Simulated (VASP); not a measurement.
# Ti (P6_3/mmc) in VASP: a series of runs

Runs on Ti. Level: PBEsol. Tasks: single point.

Everything below comes from runs of VASP 6.6.1. Logs are shortened: lines on timing, memory, paths and dates and some standing lists are left out, and cuts for length are marked.

### 1 The cell of the first run

The structure is hexagonal, space group P6_3/mmc (No. 194). Conventional cell: a = 2.900 Å, b = 2.900 Å, c = 4.224 Å, α = 90.00°, β = 90.00°, γ = 120.00°. Within 3.6 Å of Ti (site symmetry -6m2) lie 12 Ti at 2.70 to 2.90 Å.

### 2 Single point, PBEsol (strain +0.000 along x and y, -0.080 along z)

The input, INCAR:

```
SYSTEM = Ti
PREC = Accurate
ENCUT = 520
EDIFF = 1E-6
ISMEAR = 0
SIGMA = 0.15
LREAL = .False.
LASPH = .True.
NELM = 60
ALGO = Fast
ISIF = 2
LWAVE = .False.
LCHARG = .False.
GGA = PS
NBANDS = 19
```

The input, KPOINTS:

```
Automatic mesh
0
Gamma
  24 24 14
  0 0 0
```

The input, POSCAR:

```
Ti
1.0
    2.9004352003      0.0000000000      0.0000000000
   -1.4502176001      2.5118505655      0.0000000000
    0.0000000000      0.0000000000      4.2237112111
Ti
2
Direct
    0.3333333333      0.6666666667      0.2500000000
    0.6666666667      0.3333333333      0.7500000000
```

Potentials or basis: VASP PAW PBE potentials, release 64 (Ti_sv).

On the command line:

```sh
$ cat potpaw_PBE.64/Ti_sv/POTCAR > POTCAR
$ mpirun -np 1 vasp_std > vasp.out
```

OUTCAR:

```text
SYSTEM = Ti
   PREC = Accurate
   ENCUT = 520
   EDIFF = 1E-6
   ISMEAR = 0
   LREAL = .False.
   LASPH = .True.
   NELM = 60
   ISIF = 2
   GGA = PS

 ion  position               nearest neighbor table
   1  0.333  0.667  0.250-   2 2.70   2 2.70   2 2.70   2 2.70   2 2.70   2 2.70
   2  0.667  0.333  0.750-   1 2.70   1 2.70   1 2.70   1 2.70   1 2.70   1 2.70

  LATTYP: Found a hexagonal cell.
 ALAT       =     2.9004352003
 C/A-ratio  =     1.4562336061

  Lattice vectors:

 A1 = (   2.9004352003,   0.0000000000,   0.0000000000)
 A2 = (  -1.4502176001,   2.5118505655,   0.0000000000)
 A3 = (   0.0000000000,   0.0000000000,   4.2237112111)

Analysis of symmetry for initial positions (statically):
=====================================================================
 Subroutine PRICEL returns:
 Original cell was already a primitive cell.

 Routine SETGRP: Setting up the symmetry group for a
 hexagonal supercell.

 Subroutine GETGRP returns: Found 24 space group operations
 (whereof 12 operations were pure point group operations)
 out of a pool of 24 trial point group operations.

The static configuration has the point symmetry D_3d.
 The point group associated with its full space group is D_6h.

Analysis of symmetry for dynamics (positions and initial velocities):
=====================================================================
 Subroutine PRICEL returns:
 Original cell was already a primitive cell.

 Routine SETGRP: Setting up the symmetry group for a
 hexagonal supercell.

 Subroutine GETGRP returns: Found 24 space group operations
 (whereof 12 operations were pure point group operations)
 out of a pool of 24 trial point group operations.

The dynamic configuration has the point symmetry D_3d.
 The point group associated with its full space group is D_6h.

 Subroutine INISYM returns: Found 24 space group operations
 (whereof 12 operations are pure point group operations),
 and found     1 'primitive' translations

----------------------------------------------------------------------------------------

                                     Primitive cell

  volume of cell :      30.7717

  direct lattice vectors                    reciprocal lattice vectors
     2.900435200  0.000000000  0.000000000     0.344775846  0.199056428  0.000000000
    -1.450217600  2.511850566  0.000000000     0.000000000  0.398112855  0.000000000
     0.000000000  0.000000000  4.223711211     0.000000000  0.000000000  0.236758611

  length of vectors
     2.900435200  2.900435200  4.223711211     0.398112855  0.398112855  0.236758611

  position of ions in fractional coordinates (direct lattice)
     0.333333333  0.666666667  0.250000000
     0.666666667  0.333333333  0.750000000

  ion indices of the primitive-cell ions
   primitive index   ion index
                 1           1
                 2           2

----------------------------------------------------------------------------------------

 KPOINTS: Automatic mesh

Automatic generation of k-mesh.
 Grid dimensions read from file:
 generate k-points for:   24   24   14

 Generating k-lattice:

  Cartesian coordinates                     Fractional coordinates (reciprocal lattice)
     0.014365660  0.008294018  0.000000000     0.041666667 -0.000000000  0.000000000
     0.000000000  0.016588036  0.000000000     0.000000000  0.041666667  0.000000000
     0.000000000  0.000000000  0.016911329     0.000000000  0.000000000  0.071428571

  Length of vectors
     0.016588036  0.016588036  0.016911329

  Shift w.r.t. Gamma in fractional coordinates (k-lattice)
     0.000000000  0.000000000  0.000000000

 Subroutine IBZKPT returns following result:
 ===========================================

 Found    488 irreducible k-points:

 Following reciprocal coordinates:
            Coordinates               Weight
  0.000000  0.000000  0.000000      1.000000
  0.041667  0.000000  0.000000      6.000000
  0.083333  0.000000  0.000000      6.000000
  0.125000  0.000000  0.000000      6.000000
  0.166667  0.000000  0.000000      6.000000
  0.208333  0.000000  0.000000      6.000000
[... 16 lines left out ...]
  0.416667  0.041667  0.000000     12.000000
  0.458333  0.041667  0.000000     12.000000
 [... further k-points ...]
   k-points           NKPTS =    488   k-points in BZ     NKDIM =    488   number of bands    NBANDS=     19
   number of dos      NEDOS =    301   number of ions     NIONS =      2
   total plane-waves  NPLWV =  18432
   dimension x,y,z NGX =    24 NGY =   24 NGZ =   32
   dimension x,y,z NGXF=    48 NGYF=   48 NGZF=   64
   ions per type =               2
   NGX,Y,Z   is equivalent  to a cutoff of  13.76, 13.76, 12.60 a.u.
   NGXF,Y,Z  is equivalent  to a cutoff of  27.51, 27.51, 25.19 a.u.
 SYSTEM =  Ti
   PREC   = accura    normal or accurate (medium, high low for compatibility)
   ISTART =      0    job   : 0-new  1-cont  2-samecut
   ICHARG =      2    charge: 1-file 2-atom 10-const
   ISPIN  =      1    spin polarized calculation?
   LNONCOLLINEAR =      F non collinear calculations
   LSORBIT =      F    spin-orbit coupling
   LASPH  =      T    aspherical Exc in radial PAW
   ENCUT  =  520.0 eV  38.22 Ry    6.18 a.u.   5.39  5.39  7.85*2*pi/ulx,y,z
   NELM   =     60;   NELMIN=  2; NELMDL= -5     # of ELM steps
   EDIFF  = 0.1E-05   stopping-criterion for ELM
   LREAL  =      F    real-space projection
   EDIFFG = 0.1E-04   stopping-criterion for IOM
   NSW    =      0    number of steps for IOM
   IBRION =     -1    ionic relax: 0-MD 1-quasi-New 2-CG
   NFREE  =      0    steps in history (QN), initial steepest desc. (CG)
   ISIF   =      2    stress and relaxation
   ISYM   =      2    0-nonsym 1-usesym 2-fastsym
   POTIM  = 0.5000    time-step for ionic-motion
   TEBEG  =    0.0;   TEEND  =   0.0 temperature during run
   PSTRESS=    0.0 pullay stress
   NELECT =      24.0000    total number of electrons
   NUPDOWN=      -1.0000    fix difference up-down
   EMIN   =  10.00;   EMAX   =-10.00  energy-range for DOS
   EFERMI =   0.00;   METHOD = LEGACY
   ISMEAR =     0;   SIGMA  =   0.15  broadening in eV -4-tet -1-fermi 0-gaus
   EFERMI_NEDOS =   21; number of points for ismear=-14 and -15
   IALGO  =     68    algorithm
   IMIX   =      4    mixing-type and parameters
     AMIX     =   0.40;   BMIX     =  1.00
     AMIX_MAG =   1.60;   BMIX_MAG =  1.00
  volume/ion in A,a.u.               =      15.39       103.83
  Fermi-wavevector in a.u.,A,eV,Ry     =   1.506936  2.847696 30.896879  2.270857
  Thomas-Fermi vector in A             =   2.617588
   LORBIT       =      0    0 simple, 1 ext, 2 COOP (PROOUT), +10 PAW based schemes
   GGA     = PS    functional components
   LHFCALC =     F    Hartree Fock is set to
   AEXX    =    0.0000 exact exchange contribution
   IVDW    =     0    specifies the selected vdW correction
   LEPSILON=     F    determine dielectric tensor
   LRPA    =     F    only Hartree local field effects (RPA)
 non-spin polarized calculation
 RMM-DIIS sequential band-by-band and
 Gauss-broadening in eV      SIGMA  =   0.15
  energy-cutoff  :      520.00
  volume of cell :       30.77
 maximum number of plane-waves:       850
 NGX is ok and might be reduce to    24
   NGX = 11   NGY = 11   NGZ = 15

 number of electron      23.9999992 magnetization

 Free energy of the ion-electron system (eV)
  ---------------------------------------------------
  ext. energy  EPLUGINS =         0.00000000
  ---------------------------------------------------
  free energy    TOTEN  =       -16.54491438 eV

  energy without entropy =      -16.52205639  energy(sigma->0) =      -16.53348539

 E-fermi :   9.5487     XC(G=0): -12.2232

 val. band max:        9.5454208456   @ k =   0.0833   0.0000   0.5000
 cond. band min:       9.5492555956   @ k =   0.2917   0.2083   0.3571
 fundamental gap:      0.0038347499
 Fermi energy:         9.5486559535

 k-point     1 :       0.0000    0.0000    0.0000
  band No.  band energies     occupation
      1     -46.9322      2.00000
      2     -46.6352      2.00000
      3     -23.8537      2.00000
      4     -22.9268      2.00000
      5     -22.9268      2.00000
      6     -22.7085      2.00000
[... 11 lines left out ...]
     18      11.6658      0.00000
     19      13.1655      0.00000

 k-point     2 :       0.0417    0.0000    0.0000
  band No.  band energies     occupation
      1     -46.9296      2.00000
      2     -46.6349      2.00000
      3     -23.8480      2.00000
      4     -22.9360      2.00000
      5     -22.9306      2.00000
      6     -22.7185      2.00000
[... 11 lines left out ...]
     18      11.4554      0.00000
     19      13.1901      0.00000

 k-point     3 :       0.0833    0.0000    0.0000
  band No.  band energies     occupation
      1     -46.9220      2.00000
      2     -46.6340      2.00000
      3     -23.8309      2.00000
      4     -22.9630      2.00000
      5     -22.9416      2.00000
      6     -22.7475      2.00000
[... 11 lines left out ...]
     18      11.3488      0.00000
     19      13.2527      0.00000

 k-point     4 :       0.1250    0.0000    0.0000
  band No.  band energies     occupation
      1     -46.9098      2.00000
      2     -46.6327      2.00000
      3     -23.8029      2.00000
      4     -23.0062      2.00000
      5     -22.9586      2.00000
      6     -22.7931      2.00000
[... 407 lines left out ...]
     18      13.5411      0.00000
     19      13.8700      0.00000

 k-point    23 :       0.4167    0.0417    0.0000
  band No.  band energies     occupation
      1     -46.7557      2.00000
      2     -46.6457      2.00000
      3     -23.4622      2.00000
      4     -23.4060      2.00000
      5     -23.2189      2.00000
      6     -23.1190      2.00000
[... 11 lines left out ...]
     18      13.9058      0.00000
     19      14.0093      0.00000

 k-point    24 :       0.4583    0.0417    0.0000
  band No.  band energies     occupation
      1     -46.7463      2.00000
      2     -46.6492      2.00000
      3     -23.4814      2.00000
      4     -23.3774      2.00000
      5     -23.2337      2.00000
      6     -23.1263      2.00000
[... 11 lines left out ...]
     18      13.9187      0.00000
     19      14.4606      0.00000

 [... further k-points ...]

------------------------ aborting loop because EDIFF is reached ----------------------------------------

  FORCE on cell =-STRESS in cart. coord.  units (eV):
  Direction    XX          YY          ZZ          XY          YZ          ZX
  --------------------------------------------------------------------------------------
  -------------------------------------------------------------------------------------
  Total        1.4755058      1.4755058      3.4597034      0.0000000      0.0000000     -0.0000000
  in kB       76.8246035     76.8246035    180.1350687      0.0000000      0.0000000     -0.0000000
  external PRESSURE =     111.2614253 kB  Pullay stress =       0.0000000 kB

 VOLUME and BASIS-vectors are now :
 -----------------------------------------------------------------------------
  energy-cutoff  :      520.00
  volume of cell :       30.77
      direct lattice vectors                 reciprocal lattice vectors
     2.900435200  0.000000000  0.000000000     0.344775846  0.199056428  0.000000000
    -1.450217600  2.511850566  0.000000000     0.000000000  0.398112855  0.000000000
     0.000000000  0.000000000  4.223711211     0.000000000  0.000000000  0.236758611

 POSITION                                       TOTAL-FORCE (eV/Angst)
 -----------------------------------------------------------------------------------
     -0.00000      1.67457      1.05593         0.000000     -0.000000      0.000000
      1.45022      0.83728      3.16778        -0.000000      0.000000      0.000000
 -----------------------------------------------------------------------------------
    total drift:                               -0.000000      0.000000     -0.000000

  FREE ENERGIE OF THE ION-ELECTRON SYSTEM (eV)
  ---------------------------------------------------
  free  energy   TOTEN  =       -16.5449143823 eV

  energy  without entropy=      -16.5220563931  energy(sigma->0) =      -16.53348539
```

Wall time 4.8 min (1 thread of Intel Xeon 6975P-C (Granite Rapids), shared host); peak memory 0.34 GiB.

What came out:

- Free energy: -16.5449 eV
- Pressure: 11.1 GPa
- Band gap on the k mesh: zero (bands 12 and 13 overlap by 1.15 eV)

Caveat: the cell differs from its parent crystal (strain +0.000 along x and y, -0.080 along z); the cell stands under pressure; the PAW data sets were made with another functional, which shifts forces and pressure a little.

### 3 Single point, PBEsol (strain -0.040 along x and y, +0.000 along z)

The input, INCAR:

```
PREC = Accurate ; ENCUT = 520
EDIFF = 1E-7 ; ISMEAR = 0
SIGMA = 0.15 ; LREAL = False
LASPH = True ; NELM = 100
ALGO = Fast ; ISIF = 2
LWAVE = False ; LCHARG = False
GGA = PS ; NBANDS = 19
```

The input, KPOINTS:

```
Automatic mesh
0
Gamma
  24 24 14
```

The input, POSCAR:

```
Ti
1.0
    2.7844177923      0.0000000000      0.0000000000
   -1.3922088961      2.4113765429      0.0000000000
    0.0000000000      0.0000000000      4.5909904468
Ti
2
Direct
    0.3333333333      0.6666666667      0.2500000000
    0.6666666667      0.3333333333      0.7500000000
```

Potentials or basis: VASP PAW PBE potentials, release 64 (Ti_sv).

On the command line:

```sh
$ cat potpaw_PBE.64/Ti_sv/POTCAR > POTCAR
$ mpirun -np 1 vasp_std > vasp.out
```

It took 7.9 min on 1 thread of Intel Xeon 6975P-C (Granite Rapids), shared host; peak memory 0.34 GiB.

Results (log left out):

| Property | Result |
| --- | --- |
| Free energy | -16.5964 eV |
| Pressure | 10.6 GPa |
| Band gap on the k mesh | zero (bands 12 and 13 overlap by 1.08 eV) |

Stress tensor (GPa, compression positive):
```
12.23  0.00  0.00
 0.00 12.23  0.00
 0.00  0.00  7.47
```

Levels at points of the mesh, in eV from the Fermi level:
```
           k point  band 8  band 9  band 10  band 11  band 12  band 13  band 14  band 15  band 16  band 17
(0.00, 0.00, 0.00)  -32.17   -6.46    -3.00     0.71     0.78     0.90     0.90     1.42     1.42     2.08
(0.50, 0.00, 0.00)  -32.30   -2.51    -2.47    -2.23    -0.28     0.57     0.73     1.21     4.08     4.08
(0.00, 0.00, 0.50)  -32.22   -4.53    -4.53    -0.08    -0.08     0.86     0.86     0.86     0.86     3.26
(0.50, 0.00, 0.50)  -32.40   -2.88    -2.88    -1.06    -1.06     1.77     1.77     2.10     2.10     4.20
```

Caveat: the cell differs from its parent crystal (strain -0.040 along x and y, +0.000 along z); the cell stands under pressure; the PAW data sets were made with another functional, which shifts forces and pressure a little.

### 4 Single point, PBEsol (strain -0.040 along x and y, +0.040 along z)

The input, INCAR:

```
  ALGO = Fast
  EDIFF = 1E-6
  ENCUT = 520
  GGA = PS
  ISIF = 2
  ISMEAR = 0
  LASPH = T
  LCHARG = T
  LELF = T
  LREAL = F
  LVHAR = T
  LWAVE = F
  NBANDS = 19
  NELM = 80
  PREC = Accurate
  SIGMA = 0.15
```

The input, KPOINTS:

```
k-points
0
Gamma
  24 24 14
```

POSCAR: that of step 3 with these lines changed.

```diff
@@ -4,3 +4,3 @@
    -1.3922088961      2.4113765429      0.0000000000
-    0.0000000000      0.0000000000      4.5909904468
+    0.0000000000      0.0000000000      4.7746300647
 Ti
```

On the command line:

```sh
$ cat potpaw_PBE.64/Ti_sv/POTCAR > POTCAR
$ mpirun -np 1 vasp_std > vasp.out
```

It took 6.2 min on 1 thread of Intel Xeon 6975P-C (Granite Rapids), shared host; peak memory 0.34 GiB.

It converged, with:

```
Free energy            : -16.6212 eV
Pressure               : 4.9 GPa
Band gap on the k mesh : zero (bands 12 and 13 overlap by 0.68 eV)
```

Stress tensor (GPa, compression positive):
```
 7.86  0.00  0.00
 0.00  7.86  0.00
 0.00  0.00 -0.88
```

Levels at points of the mesh, in eV from the Fermi level:
```
           k point  band 9  band 10  band 11  band 12  band 13  band 14  band 15  band 16
(0.00, 0.00, 0.00)   -6.35    -2.91     0.32     0.44     0.95     0.95     1.37     1.37
(0.50, 0.00, 0.00)   -2.37    -2.35    -2.13    -0.16     0.40     0.95     1.03     3.83
(0.00, 0.00, 0.50)   -4.57    -4.57    -0.22    -0.22     0.95     0.95     0.95     0.95
(0.50, 0.00, 0.50)   -2.75    -2.75    -1.07    -1.07     1.71     1.71     2.16     2.16
```

Caveat: the cell differs from its parent crystal (strain -0.040 along x and y, +0.040 along z); the cell stands under pressure; the PAW data sets were made with another functional, which shifts forces and pressure a little.

### 5 The runs side by side

```csv
cell,further INCAR settings,gap on the mesh (eV),pressure (GPa)
"a = 2.900, b = 2.900, c = 4.224 Å, angles 90.0, 90.0, 120.0°, 2 atoms",ALGO = Fast; EDIFF = 1e-06; NBANDS = 19,none,11.1
"a = 2.784, b = 2.784, c = 4.591 Å, angles 90.0, 90.0, 120.0°, 2 atoms",ALGO = Fast; EDIFF = 1e-07; NBANDS = 19,none,10.6
"a = 2.784, b = 2.784, c = 4.775 Å, angles 90.0, 90.0, 120.0°, 2 atoms",ALGO = Fast; EDIFF = 1e-06; NBANDS = 19,none,4.9
```

Alike in all rows: task single point; level PBEsol; potentials or basis VASP PAW PBE potentials, release 64 (Ti_sv); no spin polarisation; k mesh 24 × 24 × 14; cutoff (eV) 520; smearing gaussian 0.15 eV.

Caveats: the cell stands under pressure; the PAW data sets were made with another functional, which shifts forces and pressure a little.

Absolute energies hang on the potentials; compare differences alone.
